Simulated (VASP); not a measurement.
Write the native input for VASP 6.6.1 that does the following.

```yaml
Task: single point
Functional: LDA
Potentials_or_basis: VASP PAW LDA potentials, release 64 (Ti_sv, Al)
Cutoff: 520 eV
k_mesh: 14 × 14 × 14
Occupations: gaussian, width 0.15 eV
Spin: no spin polarisation
Dipole_correction: no
Further_INCAR_settings: ALGO = Fast; EDIFF = 1e-06; NBANDS = 14
```

The structure of TiAl lies in POSCAR:

```
TiAl
1.0
    3.3818233420      0.0000000000      0.0000000000
    0.0000000000      3.4677357133      0.0000000000
    0.0000000000      0.0000000000      3.1240862282
Ti Al
1 1
Direct
    0.0000000000      0.0000000000      0.0000000000
    0.5000000000      0.5000000000      0.5000000000
```

This cell differs from its parent crystal: normal strain along x +0.0825, normal strain along y +0.1100.

These files were run (other wordings do the same):

INCAR

```
PREC = Accurate
ENCUT = 520
EDIFF = 1E-6
ISMEAR = 0
SIGMA = 0.15
LREAL = False
LASPH = True
NELM = 60
ALGO = Fast
ISIF = 2
LWAVE = False
LCHARG = False
NBANDS = 14
```

KPOINTS

```
Automatic mesh
0
Gamma
  14 14 14
```

Potentials or basis: VASP PAW LDA potentials, release 64 (Ti_sv, Al).

The run is started by

```bash
$ cat potpaw_LDA.64/Ti_sv/POTCAR potpaw_LDA.64/Al/POTCAR > POTCAR
$ mpirun -np 1 vasp_std > vasp.out
```

Results of the run:

```
Pressure               : -15.6 GPa
Band gap on the k mesh : zero (an odd number of electrons rules out a gap without spin polarisation)
```

Caveat: the cell differs from its parent crystal (normal strain along x +0.0825, normal strain along y +0.1100); the cell stands under tension.

Wall time 4.4 min on 1 thread of Intel(R) Xeon(R) Platinum 8488C (Sapphire Rapids), with other jobs on the host, peak memory 0.36 GiB.
